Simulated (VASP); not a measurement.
Write the native input for VASP 6.6.1 that does the following.

| Item | Value |
| --- | --- |
| Task | single point |
| Functional | PBE |
| Dispersion | D3(BJ) |
| Potentials or basis | VASP PAW PBE potentials, release 64 (C_h, O_h) |
| Cutoff | 1000 eV |
| k mesh | 1 × 1 × 1 |
| Occupations | fermi-dirac, width 0.02 eV |
| Spin | no spin polarisation |
| Dipole correction | no |
| Further INCAR settings | LREAL = Auto; ALGO = Normal; EDIFF = 1e-06; NBANDS = 82 |

The structure of CO2 lies in POSCAR:

```
CO2
1.0
    8.8211610000      0.0000000000      0.0000000000
    0.0000000000      8.8211610000      0.0000000000
    0.0000000000      0.0000000000      8.8211610000
C O
8 16
Direct
    0.1268540502      1.0138801457      0.8316592340
   -0.0376594419      0.6363334713      0.7159488417
    0.7691277826      0.2552385111      0.6665562504
    0.4213277595      0.0387590704      0.5401443189
    0.4916926468      0.8411137718      0.0827102011
    0.0492792275      0.0293158690      0.3290043113
    0.6943530449      0.2379165282      0.1260831766
    0.2825818506      0.5016346488      0.4575701543
    0.1235211555      1.1256114700      0.9072841999
    0.1178869766      0.9066380264      0.7510462625
    0.0363217495      0.5724076457      0.8105282287
   -0.0955429790      0.7009054704      0.6161093761
    0.7030027000      0.3651220060      0.6477718749
    0.8414651994      0.1452756616      0.6802505929
    0.4332649636      0.0788785059      0.6626452006
    0.3944038659      0.0085362913      0.4124627132
    0.4265538289      0.7412629698      0.0188183846
    0.5484652190      0.9467007801      0.1376462803
    0.1101782407     -0.0888318442      0.3070910961
   -0.0168685279      0.1450149249      0.3550099584
    0.6461621095      0.3111721915      0.2201184175
    0.7391203947      0.1692747701      0.0215504512
    0.3107867547      0.6098743691      0.3877834222
    0.2466682107      0.3980201699      0.5362672782
```

One way to write it, as run:

INCAR

```
  PREC = Accurate
  ENCUT = 1000
  EDIFF = 1E-6
  ISMEAR = -1
  SIGMA = 0.02
  LREAL = Auto
  LASPH = T
  NELM = 120
  ALGO = Normal
  ISIF = 2
  LWAVE = F
  LCHARG = T
  GGA = PE
  IVDW = 12
  LELF = T
  LVHAR = T
  NBANDS = 82
  GGA_COMPAT = F
```

KPOINTS

```
regular mesh
0
Gamma
  1 1 1
```

Potentials or basis: VASP PAW PBE potentials, release 64 (C_h, O_h).

Command:

```sh
$ cat potpaw_PBE.64/C_h/POTCAR potpaw_PBE.64/O_h/POTCAR > POTCAR
$ mpirun -np 1 vasp_gam > vasp.out
```

Results of the run:

| Property | Result |
| --- | --- |
| Pressure | -0.3 GPa |
| Largest force | 4.056 eV/Å |
| Dispersion energy per atom | -0.034 eV |

Caveat: the k points lie up to 0.71 Å⁻¹ apart.

Wall time 5 min on 1 thread of Intel(R) Xeon(R) Platinum 8259CL CPU @ 2.50GHz (Skylake/Cascade Lake), on a shared host, peak memory 1.4 GiB.
